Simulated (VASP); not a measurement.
Crystal: FePt.

```
CELL_PARAMETERS angstrom
2.72350 0.00000 0.00000
0.00000 2.72350 0.00000
0.00000 0.00000 3.72000
ATOMIC_POSITIONS crystal
Pt 0.50000 0.50000 0.50000
Fe 0.00000 0.00000 0.00000
```

| Item | Value |
| --- | --- |
| Program | VASP 6.6.1 |
| Task | relaxation of cell and atoms |
| Functional | PBEsol |
| Dispersion | D4 |
| Potentials or basis | VASP PAW PBE potentials, release 64 (Pt, Fe) |
| Cutoff | 600 eV |
| k mesh | 10 × 10 × 7 |
| Occupations | fermi-dirac, width 0.05 eV |
| Spin | collinear spin, ferromagnetic start |
| Starting moments | [0.0, 3.0] μB |

At the start: pressure -9.5 GPa; volume 13.80 Å³/atom.

Task: Where does the relaxation end?

Result: Over 9 steps the energy falls by 18.1 meV/atom and the volume is 13.22 Å³/atom (-4.2 %); space group P4/mmm (No. 123, to 0.1 Å) before and after; moment 3.20 μB per cell.

The path:
```tsv
step	energy change (eV)	largest force (eV/Å)	pressure (GPa)	volume (Å³)
1	0.0000	0.0000	-9.51	27.59
2	0.1007	0.0000	23.49	24.45
3	-0.0360	0.0000	-0.37	26.48
4	-0.0360	0.0000	-0.05	26.44
5	-0.0360	0.0000	0.18	26.42
6	-0.0361	0.0000	0.21	26.42
7	-0.0361	0.0000	0.22	26.42
8	-0.0361	0.0000	-0.37	26.48
9	-0.0361	0.0000	-0.05	26.44
```

Final structure:
```
CELL_PARAMETERS angstrom
2.68027 0.00000 0.00000
0.00000 2.68027 0.00000
0.00000 0.00000 3.68022
ATOMIC_POSITIONS crystal
Pt 0.50000 0.50000 0.50000
Fe 0.00000 0.00000 0.00000
```

Caveat: the PAW data sets were made with another functional, which shifts forces and pressure a little.
